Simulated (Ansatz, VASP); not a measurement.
**YPtC2N2 in VASP and in Ansatz**

```
Y Pt C N
1.0
    -3.45444    4.66099    0.04063
    -3.43877   -4.65054    0.04114
     3.06240   -0.00582    6.11614
Y Pt C N
2 2 4 4
Direct
  0.75004 0.74999 0.25002
  0.24999 0.25003 0.75002
  0.44675 0.44662 0.44938
  0.05320 0.05334 0.05059
  0.23166 0.82334 0.01663
  0.67724 0.26879 0.48356
  0.82271 0.23117 0.01639
  0.26837 0.67668 0.48340
  0.34104 0.67631 0.99208
  0.82458 0.15982 0.50822
  0.67538 0.34016 0.99175
  0.15904 0.82376 0.50798
```

Change from the starting cell: cell x2, atoms moved at random (sigma 0.15 Å) and cell strained at random (1.5 %), then relaxed without symmetry.

Alike in both runs: functional PBE; k mesh 4 × 4 × 4; occupations gaussian, width 0.2 eV; no spin polarisation.

Ansatz relaxed the structure, and its values are those at the end. VASP's run is a single point on that final structure, the one shown.

```csv
,VASP,Ansatz
version,VASP 6.6.1,Ansatz 0.2.0
potentials or method,"VASP PAW PBE potentials, release 64 (Y_sv, Pt, C, N), cutoff 520 eV","scalar-relativistic, plane waves, PAW"
valence electrons in the cell,78,94
```

```tsv
	VASP	Ansatz	Ansatz less VASP
gap on the k mesh at the Fermi level (eV)	none	none	-
pressure (GPa)	0.1	0.0	-0.14
rms of the force components (eV/Å)	0.120	0.001	-0.1182
```

A gap of «none» marks a metal or a gap that the smearing closes. One of these differences is far larger than is usual between the two programs; its cause wasn't traced. The functional is the same, so the differences come from potentials, cutoffs and numerics. VASP's potentials hold 78 valence electrons a cell and Ansatz's 94, so a difference there can come from the potentials and not from the codes.

Neither program's run includes spin-orbit coupling. Noted on VASP's run: the standard files for N, O and F lose accuracy on very short bonds.
